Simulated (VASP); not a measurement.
# Ti (Im-3m) in VASP: notebook, part 2 of 2

VASP 6.6.1. Earlier steps stand in the parts before.

## Step 4: Single point, r2SCAN, collinear spin, ferromagnetic start (volume scaled by 0.92)

POSCAR

```
Ti
1.0
   -1.6027106822      1.6027106822      1.6027106822
    1.6027106822     -1.6027106822      1.6027106822
    1.6027106822      1.6027106822     -1.6027106822
Ti
1
Direct
    0.0000000000      0.0000000000      0.0000000000
```

INCAR.step1

```
PREC     = Accurate       # precision mode
ENCUT    = 520            # plane-wave cutoff, eV
ISMEAR   = -1             # smearing method
SIGMA    = 0.05           # smearing width, eV
LREAL    = F              # projectors in reciprocal space
LASPH    = T              # aspherical terms in the spheres
NELM     = 150            # most SCF steps
ISPIN    = 2              # spin polarisation
MAGMOM   = 1.059          # initial moments
LMAXMIX  = 4              # l up to which the mixer works
NBANDS   = 16             # bands
GGA      = PE             # functional
ALGO     = Normal         # electronic algorithm
EDIFF    = 1E-4           # SCF threshold, eV
LWAVE    = T              # write WAVECAR
LCHARG   = F              # write CHGCAR
```

INCAR.step2

```
PREC     = Accurate       # precision mode
ENCUT    = 520            # plane-wave cutoff, eV
EDIFF    = 1E-6           # SCF threshold, eV
ISMEAR   = -1             # smearing method
SIGMA    = 0.05           # smearing width, eV
LREAL    = F              # projectors in reciprocal space
LASPH    = T              # aspherical terms in the spheres
NELM     = 150            # most SCF steps
ALGO     = Normal         # electronic algorithm
ISIF     = 2              # what is computed and relaxed
LWAVE    = F              # write WAVECAR
LCHARG   = T              # write CHGCAR
ISPIN    = 2              # spin polarisation
MAGMOM   = 1.059          # initial moments
LORBIT   = 11             # projections on sites
LMAXMIX  = 4              # l up to which the mixer works
METAGGA  = R2SCAN         # meta-GGA
LMIXTAU  = T            
LELF     = T              # ELF
LVHAR    = T            
NBANDS   = 16             # bands
ISTART   = 1
```

KPOINTS

```
regular mesh
0
Gamma
  15 15 15
```

Potentials or basis: VASP PAW PBE potentials, release 64 (Ti_sv).

The run is started by

```console
cat potpaw_PBE.64/Ti_sv/POTCAR > POTCAR
cp INCAR.step1 INCAR
mpirun -np 1 vasp_std > vasp.out
cp INCAR.step2 INCAR
mpirun -np 1 vasp_std > vasp.out
```

OUTCAR:

```text
PREC = Accurate
   ENCUT = 520
   EDIFF = 1E-6
   ISMEAR = -1
   LREAL = F
   LASPH = T
   NELM = 150
   ISIF = 2
   ISPIN = 2
   LORBIT = 11
   METAGGA = R2SCAN
   ISTART = 1

 ion  position               nearest neighbor table
   1  0.000  0.000  0.000-

  LATTYP: Found a body centered cubic cell.
 ALAT       =     3.2054213644

  Lattice vectors:

 A1 = (  -1.6027106822,   1.6027106822,   1.6027106822)
 A2 = (   1.6027106822,  -1.6027106822,   1.6027106822)
 A3 = (   1.6027106822,   1.6027106822,  -1.6027106822)

Analysis of symmetry for initial positions (statically):
=====================================================================
 Subroutine PRICEL returns:
 Original cell was already a primitive cell.

 Routine SETGRP: Setting up the symmetry group for a
 body centered cubic supercell.

 Subroutine GETGRP returns: Found 48 space group operations
 (whereof 48 operations were pure point group operations)
 out of a pool of 48 trial point group operations.

The static configuration has the point symmetry O_h .

Analysis of symmetry for dynamics (positions and initial velocities):
=====================================================================
 Subroutine PRICEL returns:
 Original cell was already a primitive cell.

 Routine SETGRP: Setting up the symmetry group for a
 body centered cubic supercell.

 Subroutine GETGRP returns: Found 48 space group operations
 (whereof 48 operations were pure point group operations)
 out of a pool of 48 trial point group operations.

The dynamic configuration has the point symmetry O_h .

Analysis of structural, dynamic, and magnetic symmetry:
=====================================================================
 Subroutine PRICEL returns:
 Original cell was already a primitive cell.

 Routine SETGRP: Setting up the symmetry group for a
 body centered cubic supercell.

 Subroutine GETGRP returns: Found 48 space group operations
 (whereof 48 operations were pure point group operations)
 out of a pool of 48 trial point group operations.

The overall configuration has the point symmetry O_h .

 Subroutine INISYM returns: Found 48 space group operations
 (whereof 48 operations are pure point group operations),
 and found     1 'primitive' translations

----------------------------------------------------------------------------------------

                                     Primitive cell

  volume of cell :      16.4674

  direct lattice vectors                    reciprocal lattice vectors
    -1.602710682  1.602710682  1.602710682     0.000000000  0.311971465  0.311971465
     1.602710682 -1.602710682  1.602710682     0.311971465  0.000000000  0.311971465
     1.602710682  1.602710682 -1.602710682     0.311971465  0.311971465  0.000000000

  length of vectors
     2.775976331  2.775976331  2.775976331     0.441194277  0.441194277  0.441194277

  position of ions in fractional coordinates (direct lattice)
     0.000000000  0.000000000  0.000000000

  ion indices of the primitive-cell ions
   primitive index   ion index
                 1           1

----------------------------------------------------------------------------------------

 KPOINTS: regular mesh

Automatic generation of k-mesh.
[... 48 lines left out ...]
   k-points           NKPTS =    120   k-points in BZ     NKDIM =    120   number of bands    NBANDS=     16
   number of dos      NEDOS =    301   number of ions     NIONS =      1
   total plane-waves  NPLWV =  13824
   dimension x,y,z NGX =    24 NGY =   24 NGZ =   24
   dimension x,y,z NGXF=    48 NGYF=   48 NGZF=   48
   ions per type =               1
   NGX,Y,Z   is equivalent  to a cutoff of  14.37, 14.37, 14.37 a.u.
   NGXF,Y,Z  is equivalent  to a cutoff of  28.75, 28.75, 28.75 a.u.
 SYSTEM =  unknown system
   PREC   = accura    normal or accurate (medium, high low for compatibility)
   ISTART =      1    job   : 0-new  1-cont  2-samecut
   ICHARG =      0    charge: 1-file 2-atom 10-const
   ISPIN  =      2    spin polarized calculation?
   LNONCOLLINEAR =      F non collinear calculations
   LSORBIT =      F    spin-orbit coupling
   LASPH  =      T    aspherical Exc in radial PAW
   ENCUT  =  520.0 eV  38.22 Ry    6.18 a.u.   5.16  5.16  5.16*2*pi/ulx,y,z
   NELM   =    150;   NELMIN=  2; NELMDL=  0     # of ELM steps
   EDIFF  = 0.1E-05   stopping-criterion for ELM
   LREAL  =      F    real-space projection
   EDIFFG = 0.1E-04   stopping-criterion for IOM
   NSW    =      0    number of steps for IOM
   IBRION =     -1    ionic relax: 0-MD 1-quasi-New 2-CG
   NFREE  =      0    steps in history (QN), initial steepest desc. (CG)
   ISIF   =      2    stress and relaxation
   ISYM   =      2    0-nonsym 1-usesym 2-fastsym
   POTIM  = 0.5000    time-step for ionic-motion
   TEBEG  =    0.0;   TEEND  =   0.0 temperature during run
   PSTRESS=    0.0 pullay stress
   NELECT =      12.0000    total number of electrons
   NUPDOWN=      -1.0000    fix difference up-down
   EMIN   =  10.00;   EMAX   =-10.00  energy-range for DOS
   EFERMI =   0.00;   METHOD = LEGACY
   ISMEAR =    -1;   SIGMA  =   0.05  broadening in eV -4-tet -1-fermi 0-gaus
   EFERMI_NEDOS =   21; number of points for ismear=-14 and -15
   IALGO  =     38    algorithm
   IMIX   =      4    mixing-type and parameters
     AMIX     =   0.40;   BMIX     =  1.00
     AMIX_MAG =   1.60;   BMIX_MAG =  1.00
  volume/ion in A,a.u.               =      16.47       111.13
  Fermi-wavevector in a.u.,A,eV,Ry     =   1.473195  2.783934 29.528756  2.170302
  Thomas-Fermi vector in A             =   2.588117
   LORBIT       =     11    0 simple, 1 ext, 2 COOP (PROOUT), +10 PAW based schemes
   METAGGA = R2SCAN    functional components
   LHFCALC =     F    Hartree Fock is set to
   AEXX    =    0.0000 exact exchange contribution
   IVDW    =     0    specifies the selected vdW correction
   LEPSILON=     F    determine dielectric tensor
   LRPA    =     F    only Hartree local field effects (RPA)
 spin polarized calculation
  energy-cutoff  :      520.00
  volume of cell :       16.47
 maximum number of plane-waves:       458
 NGX is ok and might be reduce to    24
   NGX = 11   NGY = 11   NGZ = 11

 number of electron      12.0000001 magnetization       0.0405777

 Free energy of the ion-electron system (eV)
  ---------------------------------------------------
  ext. energy  EPLUGINS =         0.00000000
  ---------------------------------------------------
  free energy    TOTEN  =       -12.80801988 eV

  energy without entropy =      -12.79080345  energy(sigma->0) =      -12.79941166

 E-fermi :   8.6933     XC(G=0): -12.6747

 val. band max:        8.6902148144   @ k =   0.2667   0.2000  -0.0000
 cond. band min:       8.6939163953   @ k =   0.3333   0.1333   0.1333
 fundamental gap:      0.0037015809
 Fermi energy:         8.6933230943

 spin component 1

 k-point     1 :       0.0000    0.0000    0.0000
  band No.  band energies     occupation
      1     -50.1175      1.00000
      2     -24.8535      1.00000
      3     -24.8535      1.00000
      4     -24.8535      1.00000
      5       2.2281      1.00000
      6       9.8640      0.00000
[... 435 lines left out ...]
      5       6.8087      1.00000
      6       8.2352      0.99990
[... 8 lines left out ...]
     15      33.2511      0.00000
     16      37.6080      0.00000

 [... further k-points ...]

 spin component 2

 k-point     1 :       0.0000    0.0000    0.0000
  band No.  band energies     occupation
      1     -50.0852      1.00000
      2     -24.8218      1.00000
      3     -24.8218      1.00000
      4     -24.8218      1.00000
      5       2.2678      1.00000
      6       9.9131      0.00000
[... 435 lines left out ...]
      5       6.8475      1.00000
      6       8.2814      0.99974
[... 8 lines left out ...]
     15      33.2865      0.00000
     16      37.6455      0.00000

 [... further k-points ...]
[... 5 lines left out ...]
  --------------------------------------------------------------------------------------
  -------------------------------------------------------------------------------------
  Total        0.5794247      0.5794247      0.5794247     -0.0000000     -0.0000000      0.0000000
  in kB       56.3744367     56.3744367     56.3744367     -0.0000000     -0.0000000      0.0000000
  external PRESSURE =      56.3744367 kB  Pullay stress =       0.0000000 kB

 VOLUME and BASIS-vectors are now :
 -----------------------------------------------------------------------------
  energy-cutoff  :      520.00
  volume of cell :       16.47
      direct lattice vectors                 reciprocal lattice vectors
    -1.602710682  1.602710682  1.602710682     0.000000000  0.311971465  0.311971465
     1.602710682 -1.602710682  1.602710682     0.311971465  0.000000000  0.311971465
     1.602710682  1.602710682 -1.602710682     0.311971465  0.311971465  0.000000000

 POSITION                                       TOTAL-FORCE (eV/Angst)
 -----------------------------------------------------------------------------------
      0.00000      0.00000      0.00000        -0.000000     -0.000000      0.000000
 -----------------------------------------------------------------------------------
    total drift:                                0.000000      0.000000      0.000000

  FREE ENERGIE OF THE ION-ELECTRON SYSTEM (eV)
  ---------------------------------------------------
  free  energy   TOTEN  =       -12.8080198769 eV

  energy  without entropy=      -12.7908034479  energy(sigma->0) =      -12.79941166

 total charge

# of ion       s       p       d       tot
------------------------------------------
    1        2.252   6.140   1.902  10.293

 magnetization (x)

# of ion       s       p       d       tot
------------------------------------------
    1        0.000   0.003   0.026   0.029
```

Wall time 1.7 min (1 thread of Intel Xeon 6975P-C (Granite Rapids), shared host); peak memory 0.18 GiB.

What came out:

| Item | Value |
| --- | --- |
| Free energy | -12.8080 eV |
| Pressure | 5.6 GPa |
| Net moment | 0.04 μB per cell |
| Site moments | Ti +0.03 μB |
| Valence electrons inside the program's atomic spheres | Ti 10.29 |

Caveat: the PAW data sets were made with another functional, which shifts forces and pressure a little.

## Step 5: Single point, r2SCAN, collinear spin, ferromagnetic start (volume scaled by 0.96)

POSCAR

```
Ti
1.0
   -1.6256096429      1.6256096429      1.6256096429
    1.6256096429     -1.6256096429      1.6256096429
    1.6256096429      1.6256096429     -1.6256096429
Ti
1
Direct
    0.0000000000      0.0000000000      0.0000000000
```

INCAR.step1

```
PREC = Accurate ; ENCUT = 520
ISMEAR = -1 ; SIGMA = 0.05
LREAL = False ; LASPH = True
NELM = 150 ; ISPIN = 2
MAGMOM = 1.059 ; LMAXMIX = 4
NBANDS = 16 ; GGA = PE
ALGO = Normal ; EDIFF = 1E-4
LWAVE = True ; LCHARG = False
```

INCAR.step2

```
PREC = Accurate ; ENCUT = 520
EDIFF = 1E-6 ; ISMEAR = -1
SIGMA = 0.05 ; LREAL = False
LASPH = True ; NELM = 150
ALGO = Normal ; ISIF = 2
LWAVE = False ; LCHARG = True
ISPIN = 2 ; MAGMOM = 1.059
LORBIT = 11 ; LMAXMIX = 4
METAGGA = R2SCAN ; LMIXTAU = True
LELF = True ; LVHAR = True
NBANDS = 16 ; ISTART = 1
```

KPOINTS is that of step 4.

The run is started by

```console
cat potpaw_PBE.64/Ti_sv/POTCAR > POTCAR
cp INCAR.step1 INCAR
mpirun -np 1 vasp_std > vasp.out
cp INCAR.step2 INCAR
mpirun -np 1 vasp_std > vasp.out
```

It took 2.1 min on 1 thread of Intel Xeon 6975P-C (Granite Rapids), shared host; peak memory 0.18 GiB.

The run converged. Its results:

```
Free energy                                           : -12.8224 eV
Pressure                                              : 0.6 GPa
Band gap on the k mesh                                : zero (filled and empty bands overlap)
Net moment                                            : 0.00 μB per cell
Valence electrons inside the program's atomic spheres : Ti 10.24
```

Levels at points of the mesh, in eV from the Fermi level:
Spin up:
| k point | band 3 | band 4 | band 5 | band 6 | band 7 | band 8 | band 9 | band 10 |
| --- | --- | --- | --- | --- | --- | --- | --- | --- |
| (0.00, 0.00, 0.00) | -33.68 | -33.68 | -6.36 | 1.15 | 1.15 | 1.15 | 2.96 | 2.96 |
Spin down:
```csv
k point,band 3,band 4,band 5,band 6,band 7,band 8,band 9,band 10
"(0.00, 0.00, 0.00)",-33.68,-33.68,-6.36,1.15,1.15,1.15,2.96,2.96
```

Caveat: the PAW data sets were made with another functional, which shifts forces and pressure a little.

## Step 6: Summary

```tsv
cell	k mesh	gap on the mesh (eV)	pressure (GPa)	moment (μB)
a = 2.854 Å, angles 109.5°, 1 atom	13 × 13 × 13	none	-3.8	0.00
a = 2.735 Å, angles 109.5°, 1 atom	15 × 15 × 15	none	11.7	0.01
a = 2.776 Å, angles 109.5°, 1 atom	15 × 15 × 15	none	5.6	0.04
a = 2.816 Å, angles 109.5°, 1 atom	15 × 15 × 15	none	0.6	0.00
```

Alike in all rows: task single point; level r2SCAN; potentials or basis VASP PAW PBE potentials, release 64 (Ti_sv); spin collinear, ferromagnetic start; cutoff (eV) 520; smearing fermi-dirac 0.05 eV.

Caveats: the PAW data sets were made with another functional, which shifts forces and pressure a little.

Absolute energies hang on the potentials; compare differences alone.
